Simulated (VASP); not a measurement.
Set up this calculation in VASP 6.6.1, as the native input.

* Task: relaxation of cell and atoms
* Functional: PBEsol
* Potentials or basis: VASP PAW PBE potentials, release 64 (Pb_d, Se)
* Cutoff: 600 eV
* k mesh: 8 × 8 × 8
* Occupations: gaussian, width 0.01 eV
* Spin: no spin polarisation
* Dipole correction: no
* Further INCAR settings: ALGO = Normal; EDIFF = 1e-06; IBRION = 2; EDIFFG = -0.002; NSW = 100; ISIF = 3

The structure of PbSe (sol) lies in POSCAR:

```
PbSe
1.0
    0.0000000000      3.0620000000      3.0620000000
    3.0620000000      0.0000000000      3.0620000000
    3.0620000000      3.0620000000      0.0000000000
Pb Se
1 1
Direct
    0.0000000000      0.0000000000      0.0000000000
    0.5000000000      0.5000000000      0.5000000000
```

One way to write it, as run:

INCAR

```
SYSTEM = PbSe
PREC     = Accurate       ! precision mode
ENCUT    = 600            ! plane-wave cutoff, eV
EDIFF    = 1E-6           ! SCF threshold, eV
ISMEAR   = 0              ! smearing method
SIGMA    = 0.01           ! smearing width, eV
LREAL    = .FALSE.        ! projectors in reciprocal space
LASPH    = .TRUE.         ! aspherical terms in the spheres
NELM     = 60             ! most SCF steps
ALGO     = Normal         ! electronic algorithm
ISIF     = 3              ! what is computed and relaxed
LWAVE    = .FALSE.        ! write WAVECAR
LCHARG   = .FALSE.        ! write CHGCAR
GGA      = PS             ! functional
IBRION   = 2              ! ionic algorithm
NSW      = 100            ! ionic steps
EDIFFG   = -0.002         ! ionic threshold
```

KPOINTS

```
Automatic mesh
0
G
  8 8 8
  0 0 0
```

Potentials or basis: VASP PAW PBE potentials, release 64 (Pb_d, Se).

Command:

```sh
$ cat potpaw_PBE.64/Pb_d/POTCAR potpaw_PBE.64/Se/POTCAR > POTCAR
$ mpirun -np 1 vasp_std > vasp.out
```

It gave:

```json
{
  "Relaxed volume": "28.43 Å³/atom",
  "Relaxed cell": "a = 4.316 Å, b = 4.316 Å, c = 4.316 Å, α = 60.00°, β = 60.00°, γ = 60.00°",
  "Space group after relaxing (to 0.05 Å)": "Fm-3m (No. 225)",
  "Energy gained by relaxing": "0.5 meV/atom",
  "Ionic steps": "3",
  "Pressure after relaxing": "0.0 GPa",
  "Band gap on the k mesh": "0.17 eV, direct"
}
```

Caveat: the PAW data sets were made with another functional, which shifts forces and pressure a little; spin-orbit coupling is left out, which moves the levels of the heavy elements.

Wall time 47 s on 1 thread of Intel(R) Xeon(R) Platinum 8259CL CPU @ 2.50GHz (Skylake/Cascade Lake), on a shared host, peak memory 0.21 GiB.
